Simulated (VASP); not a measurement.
Write the native input for VASP 6.6.1 that does the following.

```
Task                   : single point
Functional             : LDA
Potentials or basis    : VASP PAW LDA potentials, release 64 (Zr_sv, Ti_sv, N)
Cutoff                 : 600 eV
k mesh                 : 7 × 7 × 5
Occupations            : methfessel-paxton, width 0.15 eV
Spin                   : collinear spin, zero start
Starting moments       : [0.0, 0.0, 0.0, 0.0] μB
Dipole correction      : no
Further INCAR settings : ALGO = Normal; EDIFF = 1e-06; NBANDS = 29
```

The structure of ZrTiN2 lies in POSCAR:

```
ZrTiN2
1.0
    3.1587400000      0.0000000000      0.0000000000
    0.0000000000      3.1587400000      0.0000000000
    0.0000000000      0.0000000000      4.4596600000
Zr Ti N
1 1 2
Direct
    0.0000000000      0.0000000000      0.0000000000
    0.5000000000      0.5000000000      0.5000000000
    0.0000000000      0.0000000000      0.5000000000
    0.5000000000      0.5000000000      0.0000000000
```

The input as run:

INCAR

```
PREC = Accurate
ENCUT = 600
EDIFF = 1E-6
ISMEAR = 1
SIGMA = 0.15
LREAL = F
LASPH = T
NELM = 200
ALGO = Normal
ISIF = 2
LWAVE = F
LCHARG = T
ISPIN = 2
MAGMOM = 0 0 0 0
LORBIT = 11
LMAXMIX = 4
LELF = T
LVHAR = T
NBANDS = 29
GGA_COMPAT = F
```

KPOINTS

```
Automatic mesh
0
Gamma
  7 7 5
```

Potentials or basis: VASP PAW LDA potentials, release 64 (Zr_sv, Ti_sv, N).

Command:

```sh
$ cat potpaw_LDA.64/Zr_sv/POTCAR potpaw_LDA.64/Ti_sv/POTCAR potpaw_LDA.64/N/POTCAR > POTCAR
$ mpirun -np 1 vasp_std > vasp.out
```

Results of the run:

```yaml
Pressure: -14.8 GPa
Band_gap_on_the_k_mesh: zero (filled and empty bands overlap)
Net_moment: 0.00 μB per cell
Valence_electrons_inside_the_program's_atomic_spheres: Zr 9.95; Ti 10.24; N 3.65, 3.69
```

Caveat: the cell stands under tension.

Run time: 67 s on 1 thread of Intel(R) Xeon(R) Platinum 8488C (Sapphire Rapids), with other jobs on the host, peak memory 0.21 GiB.
